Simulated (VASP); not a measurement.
A run of VASP 6.6.1 is set up as follows.

Contents of INCAR:

```
SYSTEM = InAs
PREC = Accurate ; ENCUT = 520
EDIFF = 1E-6 ; ISMEAR = -1
SIGMA = 0.02 ; LREAL = .FALSE.
LASPH = .TRUE. ; NELM = 60
ALGO = Normal ; ISIF = 2
LWAVE = .FALSE. ; LCHARG = .FALSE.
LDIPOL = .TRUE. ; IDIPOL = 3
DIPOL = 0.5 0.5 0.500 ; GGA = PE
NBANDS = 36
```

Contents of KPOINTS:

```
regular mesh
0
G
  6 4 1
  0 0 0
```

Contents of POSCAR:

```
InAs
1.0
    4.3748353786      0.0000000000      0.0000000000
    0.0000000000      6.1869515256      0.0000000000
    0.0000000000      0.0000000000     20.3748000000
In As
3 3
Direct
    0.2500000000      0.0890378777      0.4118285169
    0.7500000000      0.6713863124      0.4999959551
    0.2500000000      0.0890345634      0.5881757522
    0.7500000000      0.8696199484      0.3804418718
    0.2500000000      0.4113088094      0.5000038223
    0.7500000000      0.8696124887      0.6195540817
```

Potentials or basis: VASP PAW PBE potentials, release 64 (In_d, As).

Launch:

```bash
$ cat potpaw_PBE.64/In_d/POTCAR potpaw_PBE.64/As/POTCAR > POTCAR
$ mpirun -np 1 vasp_std > vasp.out
```

Question: Predict the band gap on the k mesh.

Answer: 0.55 eV (least direct gap 0.83 eV).

Question: What does it give for the largest force?

Answer: 0.012 eV/Å.

Forces on the atoms (eV/Å):
```
In   0.000  0.001  0.001
In   0.000  0.004  0.000
In   0.000  0.001 -0.001
As   0.000 -0.004 -0.011
As   0.000  0.002  0.000
As   0.000 -0.004  0.011
```

Caveat: semilocal functionals underestimate gaps, and a narrow one can read as zero; spin-orbit coupling is left out, which moves the levels of the heavy elements.
